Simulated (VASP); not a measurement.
Be:

```xyz
3
Lattice="3.5356 0.0000 0.0000 -1.7678 3.0619 0.0000 0.0000 0.0000 2.1920" Properties=species:S:1:pos:R:3 pbc="T T T"
Be    0.0000    0.0000    0.0000
Be    0.0000    2.0413    1.0960
Be    1.7678    1.0206    1.0960
```

This isn't the form of Be at room conditions, which is hcp.

- Program: VASP 6.6.1
- Task: relaxation of cell and atoms
- Functional: PBE
- Potentials or basis: VASP PAW PBE potentials, release 64 (Be)
- Cutoff: 600 eV
- k mesh: 10 × 10 × 14
- Occupations: fermi-dirac, width 0.08 eV
- Spin: no spin polarisation

At the start: pressure 2.7 GPa; volume 7.91 Å³/atom.

Task: Where does the relaxation end?

Result: Over 4 steps the energy falls by 2.1 meV/atom and the volume is 8.07 Å³/atom (+2.1 %); space group P6/mmm (No. 191, to 0.1 Å) before and after.

Step by step:
| step | energy change (eV) | largest force (eV/Å) | pressure (GPa) | volume (Å³) |
| --- | --- | --- | --- | --- |
| 1 | 0.0000 | 0.0000 | 2.71 | 23.73 |
| 2 | -0.0062 | 0.0000 | 0.16 | 24.19 |
| 3 | -0.0062 | 0.0000 | 0.08 | 24.21 |
| 4 | -0.0062 | 0.0000 | 0.02 | 24.22 |

Final structure:
```
Be
1.0
     3.57189    0.00000    0.00000
    -1.78594    3.09334    0.00000
     0.00000    0.00000    2.19236
Be
3
Direct
  0.00000 0.00000 0.00000
  0.33333 0.66667 0.50000
  0.66667 0.33333 0.50000
```
